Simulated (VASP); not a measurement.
Wanted: the native input for a VASP 6.6.1 run.

```yaml
Task: single point
Functional: LDA
Potentials_or_basis: VASP PAW LDA potentials, release 64 (Mg)
Cutoff: 520 eV
k_mesh: 18 × 18 × 10
Occupations: fermi-dirac, width 0.05 eV
Spin: no spin polarisation
Dipole_correction: no
Further_INCAR_settings: ALGO = Normal; EDIFF = 1e-07; NBANDS = 9
```

The structure of Mg lies in POSCAR:

```
Mg
1.0
    3.1360876074      0.0000000000      0.0000000000
   -1.5680438037      2.7159315365      0.0000000000
    0.0000000000      0.0000000000      5.0750104882
Mg
2
Direct
    0.3333333333      0.6666666667      0.2500000000
    0.6666666667      0.3333333333      0.7500000000
```

The input as run:

INCAR

```
SYSTEM = Mg
PREC = Accurate
ENCUT = 520
EDIFF = 1E-7
ISMEAR = -1
SIGMA = 0.05
LREAL = .False.
LASPH = .True.
NELM = 60
ALGO = Normal
ISIF = 2
LWAVE = .False.
LCHARG = .False.
NBANDS = 9
```

KPOINTS

```
regular mesh
0
Gamma
  18 18 10
  0 0 0
```

Potentials or basis: VASP PAW LDA potentials, release 64 (Mg).

The run is started by

```console
$ cat potpaw_LDA.64/Mg/POTCAR > POTCAR
$ mpirun -np 1 vasp_std > vasp.out
```

Results of the run:

| Quantity | Value |
| --- | --- |
| Pressure | -0.3 GPa |
| Band gap on the k mesh | zero (bands 2 and 3 overlap by 2.26 eV) |

Wall time 32 s on 1 thread of Intel(R) Xeon(R) Platinum 8259CL CPU @ 2.50GHz (Skylake/Cascade Lake), on a shared host, peak memory 0.2 GiB.
